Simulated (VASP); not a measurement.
# Ta (Fd-3m) in VASP: relaxation of cell and atoms with LDA

Aim: the relaxation of cell and atoms of Ta with LDA.

Everything below comes from runs of VASP 6.6.1. Logs are shortened: lines on timing, memory, paths and dates and some standing lists are left out, and cuts for length are marked.

## (1) The cell of the first run

It takes space group Fd-3m (No. 227, cubic). Conventional cell: a = 5.800 Å, b = 5.800 Å, c = 5.800 Å, α = 90.00°, β = 90.00°, γ = 90.00°. Ta (site symmetry -43m) has 4 Ta at 2.51 Å within 3.3 Å.

This isn't the form of Ta at room conditions, which is bcc.

## (2) Relaxation of cell and atoms, LDA

The input, INCAR:

```
SYSTEM = Ta
PREC     = Accurate       ! precision mode
ENCUT    = 500            ! plane-wave cutoff, eV
EDIFF    = 1E-7           ! SCF threshold, eV
ISMEAR   = -1             ! smearing method
SIGMA    = 0.1            ! smearing width, eV
LREAL    = .FALSE.        ! projectors in reciprocal space
LASPH    = .TRUE.         ! aspherical terms in the spheres
NELM     = 120            ! most SCF steps
ALGO     = Normal         ! electronic algorithm
ISIF     = 3              ! what is computed and relaxed
LWAVE    = .FALSE.        ! write WAVECAR
LCHARG   = .FALSE.        ! write CHGCAR
GGA      = CA             ! functional
IBRION   = 2              ! ionic algorithm
NSW      = 80             ! ionic steps
EDIFFG   = -0.01          ! ionic threshold
GGA_COMPAT= .FALSE.      
NELMIN   = 4
```

The input, KPOINTS:

```
regular mesh
0
G
  9 9 9
  0 0 0
```

The input, POSCAR:

```
Ta
1.0
    0.0000000000      2.8998653517      2.8998653517
    2.8998653517      0.0000000000      2.8998653517
    2.8998653517      2.8998653517      0.0000000000
Ta
2
Direct
    0.1250000000      0.1250000000      0.1250000000
    0.8750000000      0.8750000000      0.8750000000
```

Potentials or basis: VASP PAW LDA potentials, release 64 (Ta_sv_GW).

On the command line:

```
$ cat potpaw_LDA.64/Ta_sv_GW/POTCAR > POTCAR
$ mpirun -np 1 vasp_std > vasp.out
```

OUTCAR:

```text
SYSTEM = Ta
   PREC = Accurate
   ENCUT = 500
   EDIFF = 1E-7
   ISMEAR = -1
   LREAL = .FALSE.
   LASPH = .TRUE.
   NELM = 120
   ISIF = 3
   GGA = CA
   IBRION = 2
   NSW = 80
   EDIFFG = -0.01
   NELMIN = 4

 ion  position               nearest neighbor table
   1  0.125  0.125  0.125-   2 2.51   2 2.51   2 2.51   2 2.51
   2  0.875  0.875  0.875-   1 2.51   1 2.51   1 2.51   1 2.51

  LATTYP: Found a face centered cubic cell.
 ALAT       =     5.7997307034

  Lattice vectors:

 A1 = (   0.0000000000,   2.8998653517,   2.8998653517)
 A2 = (   2.8998653517,   0.0000000000,   2.8998653517)
 A3 = (   2.8998653517,   2.8998653517,   0.0000000000)

Analysis of symmetry for initial positions (statically):
=====================================================================
 Subroutine PRICEL returns:
 Original cell was already a primitive cell.

 Routine SETGRP: Setting up the symmetry group for a
 face centered cubic supercell.

 Subroutine GETGRP returns: Found 48 space group operations
 (whereof 12 operations were pure point group operations)
 out of a pool of 48 trial point group operations.

The static configuration has the point symmetry D_3d.
 The point group associated with its full space group is O_h .

Analysis of symmetry for dynamics (positions and initial velocities):
=====================================================================
 Subroutine PRICEL returns:
 Original cell was already a primitive cell.

 Routine SETGRP: Setting up the symmetry group for a
 face centered cubic supercell.

 Subroutine GETGRP returns: Found 48 space group operations
 (whereof 12 operations were pure point group operations)
 out of a pool of 48 trial point group operations.

The dynamic configuration has the point symmetry D_3d.
 The point group associated with its full space group is O_h .

 Subroutine INISYM returns: Found 48 space group operations
 (whereof 12 operations are pure point group operations),
 and found     1 'primitive' translations

----------------------------------------------------------------------------------------

                                     Primitive cell

  volume of cell :      48.7712

  direct lattice vectors                    reciprocal lattice vectors
     0.000000000  2.899865352  2.899865352    -0.172421799  0.172421799  0.172421799
     2.899865352  0.000000000  2.899865352     0.172421799 -0.172421799  0.172421799
     2.899865352  2.899865352  0.000000000     0.172421799  0.172421799 -0.172421799

  length of vectors
     4.101028909  4.101028909  4.101028909     0.298643316  0.298643316  0.298643316

  position of ions in fractional coordinates (direct lattice)
     0.125000000  0.125000000  0.125000000
     0.875000000  0.875000000  0.875000000

  ion indices of the primitive-cell ions
   primitive index   ion index
                 1           1
                 2           2

----------------------------------------------------------------------------------------

 KPOINTS: regular mesh

Automatic generation of k-mesh.
 Grid dimensions read from file:
 generate k-points for:    9    9    9

 Generating k-lattice:

  Cartesian coordinates                     Fractional coordinates (reciprocal lattice)
    -0.019157978  0.019157978  0.019157978     0.111111111  0.000000000  0.000000000
     0.019157978 -0.019157978  0.019157978     0.000000000  0.111111111  0.000000000
     0.019157978  0.019157978 -0.019157978     0.000000000  0.000000000  0.111111111

  Length of vectors
     0.033182591  0.033182591  0.033182591

  Shift w.r.t. Gamma in fractional coordinates (k-lattice)
     0.000000000  0.000000000  0.000000000

 Subroutine IBZKPT returns following result:
 ===========================================

 Found     35 irreducible k-points:

 Following reciprocal coordinates:
            Coordinates               Weight
  0.000000  0.000000  0.000000      1.000000
  0.111111  0.000000  0.000000      8.000000
  0.222222  0.000000  0.000000      8.000000
  0.333333  0.000000  0.000000      8.000000
  0.444444  0.000000  0.000000      8.000000
  0.111111  0.111111  0.000000      6.000000
[... 16 lines left out ...]
 -0.333333  0.333333  0.000000     12.000000
  0.444444  0.444444  0.000000      6.000000
 [... further k-points ...]
   k-points           NKPTS =     35   k-points in BZ     NKDIM =     35   number of bands    NBANDS=     17
   number of dos      NEDOS =    301   number of ions     NIONS =      2
   total plane-waves  NPLWV =  27000
   dimension x,y,z NGX =    30 NGY =   30 NGZ =   30
   dimension x,y,z NGXF=    60 NGYF=   60 NGZF=   60
   ions per type =               2
   NGX,Y,Z   is equivalent  to a cutoff of  12.16, 12.16, 12.16 a.u.
   NGXF,Y,Z  is equivalent  to a cutoff of  24.32, 24.32, 24.32 a.u.
 SYSTEM =  Ta
   PREC   = accura    normal or accurate (medium, high low for compatibility)
   ISTART =      0    job   : 0-new  1-cont  2-samecut
   ICHARG =      2    charge: 1-file 2-atom 10-const
   ISPIN  =      1    spin polarized calculation?
   LNONCOLLINEAR =      F non collinear calculations
   LSORBIT =      F    spin-orbit coupling
   LASPH  =      T    aspherical Exc in radial PAW
   ENCUT  =  500.0 eV  36.75 Ry    6.06 a.u.   7.48  7.48  7.48*2*pi/ulx,y,z
   NELM   =    120;   NELMIN=  4; NELMDL= -5     # of ELM steps
   EDIFF  = 0.1E-06   stopping-criterion for ELM
   LREAL  =      F    real-space projection
   EDIFFG = -.1E-01   stopping-criterion for IOM
   NSW    =     80    number of steps for IOM
   IBRION =      2    ionic relax: 0-MD 1-quasi-New 2-CG
   NFREE  =      1    steps in history (QN), initial steepest desc. (CG)
   ISIF   =      3    stress and relaxation
   ISYM   =      2    0-nonsym 1-usesym 2-fastsym
   POTIM  = 0.5000    time-step for ionic-motion
   TEBEG  =    0.0;   TEEND  =   0.0 temperature during run
   PSTRESS=    0.0 pullay stress
   NELECT =      26.0000    total number of electrons
   NUPDOWN=      -1.0000    fix difference up-down
   EMIN   =  10.00;   EMAX   =-10.00  energy-range for DOS
   EFERMI =   0.00;   METHOD = LEGACY
   ISMEAR =    -1;   SIGMA  =   0.10  broadening in eV -4-tet -1-fermi 0-gaus
   EFERMI_NEDOS =   21; number of points for ismear=-14 and -15
   IALGO  =     38    algorithm
   IMIX   =      4    mixing-type and parameters
     AMIX     =   0.40;   BMIX     =  1.00
     AMIX_MAG =   1.60;   BMIX_MAG =  1.00
  volume/ion in A,a.u.               =      24.39       164.56
  Fermi-wavevector in a.u.,A,eV,Ry     =   1.327429  2.508478 23.974403  1.762069
  Thomas-Fermi vector in A             =   2.456742
   LORBIT       =      0    0 simple, 1 ext, 2 COOP (PROOUT), +10 PAW based schemes
   GGA     = CA    functional components
   LHFCALC =     F    Hartree Fock is set to
   AEXX    =    0.0000 exact exchange contribution
   IVDW    =     0    specifies the selected vdW correction
   LEPSILON=     F    determine dielectric tensor
   LRPA    =     F    only Hartree local field effects (RPA)
 conjugate gradient relaxation of ions
 non-spin polarized calculation
  energy-cutoff  :      500.00
  volume of cell :       48.77
 maximum number of plane-waves:      1261
 NGX is ok and might be reduce to    30
   NGX = 15   NGY = 15   NGZ = 15

--------------------------------------- Ionic step        1  -------------------------------------------

 number of electron      25.9999997 magnetization

 Free energy of the ion-electron system (eV)
  ---------------------------------------------------
  ext. energy  EPLUGINS =         0.00000000
  ---------------------------------------------------
  free energy    TOTEN  =       -24.65286727 eV

  energy without entropy =      -24.53391008  energy(sigma->0) =      -24.59338867

------------------------ aborting loop because EDIFF is reached ----------------------------------------

  FORCE on cell =-STRESS in cart. coord.  units (eV):
  Direction    XX          YY          ZZ          XY          YZ          ZX
  --------------------------------------------------------------------------------------
  -------------------------------------------------------------------------------------
  Total        1.6484532      1.6484532      1.6484532     -0.0000000     -0.0000000      0.0000000
  in kB       54.1531485     54.1531485     54.1531485     -0.0000000     -0.0000000      0.0000000
  external PRESSURE =      54.1531485 kB  Pullay stress =       0.0000000 kB
[... 93 lines left out ...]
  energy  without entropy=      -24.5755031216  energy(sigma->0) =      -24.63790553

--------------------------------------- Ionic step        4  -------------------------------------------

 number of electron      26.0000005 magnetization

 Free energy of the ion-electron system (eV)
  ---------------------------------------------------
  ext. energy  EPLUGINS =         0.00000000
  ---------------------------------------------------
  free energy    TOTEN  =       -24.70030632 eV

  energy without entropy =      -24.57560876  energy(sigma->0) =      -24.63795754

 E-fermi :   5.7761     XC(G=0): -10.9581

 val. band max:        5.7615533001   @ k =   0.4444   0.2222   0.0000
 cond. band min:       5.7945727229   @ k =  -0.4444   0.3333   0.1111
 fundamental gap:      0.0330194228
 Fermi energy:         5.7760590491

 k-point     1 :       0.0000    0.0000    0.0000
  band No.  band energies     occupation
      1     -61.0837      2.00000
      2     -60.7035      2.00000
      3     -28.2254      2.00000
      4     -28.2254      2.00000
      5     -28.2254      2.00000
      6     -27.1902      2.00000
[... 9 lines left out ...]
     16       7.9414      0.00000
     17       7.9414      0.00000
[... 443 lines left out ...]
      1     -60.9285      2.00000
      2     -60.8625      2.00000
      3     -28.4548      2.00000
      4     -28.4548      2.00000
      5     -27.8116      2.00000
      6     -27.6338      2.00000
[... 9 lines left out ...]
     16       8.2225      0.00000
     17      10.0803      0.00000

 [... further k-points ...]

------------------------ aborting loop because EDIFF is reached ----------------------------------------

  FORCE on cell =-STRESS in cart. coord.  units (eV):
  Direction    XX          YY          ZZ          XY          YZ          ZX
  --------------------------------------------------------------------------------------
  -------------------------------------------------------------------------------------
  Total        0.0185006      0.0185006      0.0185006     -0.0000000     -0.0000000     -0.0000000
  in kB        0.5735898      0.5735898      0.5735898     -0.0000000     -0.0000000     -0.0000000
  external PRESSURE =       0.5735898 kB  Pullay stress =       0.0000000 kB
[... 17 lines left out ...]
  FREE ENERGIE OF THE ION-ELECTRON SYSTEM (eV)
  ---------------------------------------------------
  free  energy   TOTEN  =       -24.7003063204 eV

  energy  without entropy=      -24.5756087581  energy(sigma->0) =      -24.63795754

 reached required accuracy - stopping structural energy minimisation
```

It took 57 s on 1 thread of AMD EPYC 9R45 (Zen 5), shared host; peak memory 0.14 GiB.

What came out:

- Free energy: -24.7003 eV
- Relaxed volume: 25.84 Å³/atom
- Relaxed cell: a = 4.181 Å, b = 4.181 Å, c = 4.181 Å, α = 60.00°, β = 60.00°, γ = 60.00°
- Space group after relaxing (to 0.1 Å): Fd-3m (No. 227)
- Energy gained by relaxing: 23.7 meV/atom
- Ionic steps: 4
- Pressure after relaxing: 0.1 GPa
- Band gap on the k mesh: zero (bands 13 and 14 overlap by 0.69 eV)

The path:
```
step  energy change (eV)  largest force (eV/Å)  pressure (GPa)  volume (Å³)
   1              0.0000                0.0000            5.42        48.77
   2             -0.0027                0.0000           -4.41        54.82
   3             -0.0474                0.0000           -0.07        51.74
   4             -0.0474                0.0000            0.06        51.68
```

Final structure:
```
Ta
1.0
     0.00000    2.95634    2.95634
     2.95634    0.00000    2.95634
     2.95634    2.95634    0.00000
Ta
2
Cartesian
  0.7391 0.7391 0.7391
  5.1736 5.1736 5.1736
```

Levels at points of the mesh, in eV from the Fermi level:
| k point | band 10 | band 11 | band 12 | band 13 | band 14 | band 15 | band 16 | band 17 |
| --- | --- | --- | --- | --- | --- | --- | --- | --- |
| (0.00, 0.00, 0.00) | -1.25 | -1.25 | -0.31 | -0.31 | -0.31 | 2.17 | 2.17 | 2.17 |

Caveat: spin-orbit coupling is left out, which moves the levels of the heavy elements.

The gap in the log of VASP goes by the Fermi energy; the results here count the filled bands.